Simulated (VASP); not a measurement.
Here is a VASP 6.6.1 calculation.

Contents of POSCAR:

```
Se
1.0
    4.5048207049      0.0000000000      0.0000000000
   -2.2524103524      3.9012891699      0.0000000000
    0.0000000000      0.0000000000      4.9787963167
Se
3
Direct
    0.2178929800      0.0000000000      0.3333333300
    0.0000000000      0.2178929800      0.6666666700
    0.7821070200      0.7821070200      0.0000000000
```

The input INCAR.step1:

```
PREC = Accurate ; ENCUT = 500
EDIFF = 1E-8 ; ISMEAR = 0
SIGMA = 0.01 ; LREAL = F
LASPH = T ; NELM = 60
ALGO = Normal ; LWAVE = T
LCHARG = F ; GGA = PE
```

INCAR.step2

```
PREC = Accurate ; ENCUT = 500
EDIFF = 1E-8 ; ISMEAR = 0
SIGMA = 0.01 ; LREAL = F
LASPH = T ; NELM = 1
ALGO = Exact ; LWAVE = T
LCHARG = F ; GGA = PE
NBANDS = 270 ; LOPTICS = T
ISTART = 1
```

File INCAR.step3:

```
PREC = Accurate ; ENCUT = 500
EDIFF = 1E-8 ; ISMEAR = 0
SIGMA = 0.01 ; LREAL = F
LASPH = T ; ALGO = EVGW0
LWAVE = F ; LCHARG = F
GGA = PE ; NELMGW = 1
NBANDS = 270 ; ENCUTGW = 120.0
NOMEGA = 96 ; PRECFOCK = Fast
ISTART = 1 ; NBANDSGW = 17
OMEGAMAX = 20
```

File KPOINTS:

```
Automatic mesh
0
Gamma
  6 6 5
```

Potentials or basis: VASP PAW PBE potentials, release 64 (Se_GW).

Launch:

```sh
$ cat potpaw_PBE.64/Se_GW/POTCAR > POTCAR
$ cp INCAR.step1 INCAR
$ mpirun -np 1 vasp_std > vasp.out
$ cp INCAR.step2 INCAR
$ mpirun -np 1 vasp_std > vasp.out
$ cp INCAR.step3 INCAR
$ mpirun -np 1 vasp_std > vasp.out
```

Estimate the quasiparticle gap.

2.19 eV.

Estimate the least direct quasiparticle gap.

2.33 eV.

Estimate the least direct gap of the starting levels on the mesh.

1.55 eV.

Predict the band gap of the starting levels on the mesh.

1.49 eV.

Caveat: bands, screening cutoff and mesh are small and nothing is extrapolated, so the quasiparticle values aren't converged.
